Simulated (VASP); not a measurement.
Write the native input for VASP 6.6.1 that does the following.

```yaml
Task: density of states
Functional: PBE
Potentials_or_basis: VASP PAW PBE potentials, release 64 (Ca_sv, Se)
Cutoff: 520 eV
k_mesh: 3 × 3 × 3
Occupations: gaussian, width 0.01 eV
Spin: no spin polarisation
Dipole_correction: no
k_mesh_for_the_DOS: 5 × 5 × 5
Occupations_for_the_DOS: tetrahedron
Further_INCAR_settings: ALGO = Normal; EDIFF = 1e-06; NBANDS = 15
```

Crystal: CaSe.

```
CELL_PARAMETERS angstrom
0.00000 2.97024 2.97024
2.97024 0.00000 2.97024
2.97024 2.97024 0.00000
ATOMIC_POSITIONS crystal
Ca 0.00000 0.00000 0.00000
Se 0.50000 0.50000 0.50000
```

These files were run (other wordings do the same):

POSCAR

```
CaSe
1.0
    0.0000000000      2.9702381052      2.9702381052
    2.9702381052      0.0000000000      2.9702381052
    2.9702381052      2.9702381052      0.0000000000
Ca Se
1 1
Direct
    0.0000000000      0.0000000000      0.0000000000
    0.5000000000      0.5000000000      0.5000000000
```

INCAR.step1

```
  ALGO = Normal
  EDIFF = 1E-6
  ENCUT = 520
  GGA = PE
  ISIF = 2
  ISMEAR = 0
  LASPH = T
  LCHARG = T
  LREAL = F
  LWAVE = F
  NBANDS = 15
  NELM = 60
  PREC = Accurate
  SIGMA = 0.01
```

KPOINTS.step1

```
k-points
0
Gamma
  3 3 3
```

INCAR.step2

```
  ALGO = Normal
  EDIFF = 1E-6
  ENCUT = 520
  GGA = PE
  ICHARG = 11
  ISIF = 2
  ISMEAR = -5
  LASPH = T
  LCHARG = F
  LORBIT = 11
  LREAL = F
  LWAVE = F
  NBANDS = 15
  NEDOS = 1001
  NELM = 60
  PREC = Accurate
  SIGMA = 0.01
```

KPOINTS.step2

```
k-points
0
Gamma
  5 5 5
```

Potentials or basis: VASP PAW PBE potentials, release 64 (Ca_sv, Se).

Run with:

```bash
$ cat potpaw_PBE.64/Ca_sv/POTCAR potpaw_PBE.64/Se/POTCAR > POTCAR
$ cp INCAR.step1 INCAR
$ cp KPOINTS.step1 KPOINTS
$ mpirun -np 1 vasp_std > vasp.out
$ cp INCAR.step2 INCAR
$ cp KPOINTS.step2 KPOINTS
$ mpirun -np 1 vasp_std > vasp.out
```

It gave:

* Valence electrons inside the program's atomic spheres: Ca 8.12; Se 3.91

Caveat: the k points lie up to 0.61 Å⁻¹ apart.

Wall time 23 s on 1 thread of AMD EPYC 7R13, on a shared host, peak memory 0.14 GiB.
